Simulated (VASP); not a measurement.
A run of VASP 6.6.1 is set up as follows.

Contents of INCAR:

```
SYSTEM = Si4C5
PREC = Accurate ; ENCUT = 520
EDIFF = 1E-6 ; ISMEAR = 0
SIGMA = 0.05 ; LREAL = .False.
LASPH = .True. ; NELM = 150
ALGO = Normal ; ISIF = 2
LWAVE = .False. ; LCHARG = .False.
ISPIN = 2 ; MAGMOM = 0 0 0 0 0 0 0 0 2
LORBIT = 11 ; LDIPOL = .True.
IDIPOL = 3 ; DIPOL = 0.5 0.5 0.332
GGA = PE ; NBANDS = 32
```

File KPOINTS:

```
regular mesh
0
Gamma
  9 6 1
  0 0 0
```

File POSCAR:

```
Si4C5
1.0
    3.0967389835      0.0000000000      0.0000000000
    0.0000000000      4.3794502696      0.0000000000
    0.0000000000      0.0000000000     20.1332068409
Si C
4 5
Direct
    0.5000000000      0.5000000000      0.1986767449
    0.0000000000      0.0000000000      0.2755829975
    0.5000000000      0.4971399929      0.3554907356
    0.0000000000      0.9498903522      0.4168952508
    0.0000000000      0.2500000000      0.1986767449
    0.5000000000      0.7500000000      0.2755829975
    0.0000000000      0.2559423736      0.3541649052
    0.5000000000      0.7547379257      0.4288043583
    1.0000000000      1.5880712590      0.4835076448
```

Potentials or basis: VASP PAW PBE potentials, release 64 (Si, C).

Command:

```sh
$ cat potpaw_PBE.64/Si/POTCAR potpaw_PBE.64/C/POTCAR > POTCAR
$ mpirun -np 1 vasp_std > vasp.out
```

(1) What does it give for the site moments?

(2) Predict the largest force.

Results:

(1) Si +0.05, +0.00, +0.01, -0.02; C -0.02, +0.00, -0.00, +0.15 μB.

(2) 3.256 eV/Å.
